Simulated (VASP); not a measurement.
A run of VASP 6.6.1:

Contents of INCAR:

```
SYSTEM = BAs
PREC = Accurate ; ENCUT = 600
EDIFF = 1E-7 ; ISMEAR = 0
SIGMA = 0.01 ; LREAL = .FALSE.
LASPH = .TRUE. ; NELM = 100
ALGO = Normal ; ISIF = 3
LWAVE = .FALSE. ; LCHARG = .FALSE.
IBRION = 2 ; NSW = 80
EDIFFG = -0.001 ; PSTRESS = 400.0
```

The input KPOINTS:

```
Automatic mesh
0
G
  10 10 10
  0 0 0
```

POSCAR

```
BAs
1.0
    0.0000000000      2.3660397158      2.3660397158
    2.3660397158      0.0000000000      2.3660397158
    2.3660397158      2.3660397158      0.0000000000
B As
1 1
Direct
    0.0000000000      0.0000000000      0.0000000000
    0.7500000000      0.7500000000      0.7500000000
```

Potentials or basis: VASP PAW LDA potentials, release 64 (B, As).

Run with:

```bash
$ cat potpaw_LDA.64/B/POTCAR potpaw_LDA.64/As/POTCAR > POTCAR
$ mpirun -np 1 vasp_std > vasp.out
```

Hardware: 1 thread of Intel Xeon 8259CL, on a shared host.

**Question.** Estimate the wall time of this run.

**Answer.** Run time: 50 s on 1 thread of Intel Xeon 8259CL, with other jobs on the host, peak memory 0.16 GiB. Counts: scf iterations 42, k points 47, ion steps 5.
